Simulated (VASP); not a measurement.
Runs of VASP 6.6.1 on CuSb. The structure is that of space group F-43m (No. 216), or close to it. The cells are those of the table. 

```csv
level,cell,cutoff (eV),smearing,gap on the mesh (eV),pressure (GPa)
r2SCAN,"a = 4.101 Å, angles 60.0°, 2 atoms",660,methfessel-paxton 0.15 eV,none,0.0
r2SCAN,"a = 4.129 Å, angles 60.0°, 2 atoms",660,gaussian 0.05 eV,none,(a)
r2SCAN,"a = 4.101 Å, angles 60.0°, 2 atoms",660,gaussian 0.05 eV,none,0.0
revPBE,"a = 4.101 Å, angles 60.0°, 2 atoms",600,gaussian 0.05 eV,none,3.6
```

Alike in all rows: task single point; potentials or basis VASP PAW PBE potentials, release 64 (Cu, Sb); no spin polarisation; k mesh 10 × 10 × 10.

Question: Fill in the values left out.

Answer: (a) -1.2.

Caveats: the PAW data sets were made with another functional, which shifts forces and pressure a little; spin-orbit coupling is left out, which moves the levels of the heavy elements; the cell stands under pressure (at least some runs).

A k mesh can miss the band edges, and the runs leave out spin-orbit coupling on Sb.

A gap of «none» marks levels without a gap at the run's occupations.
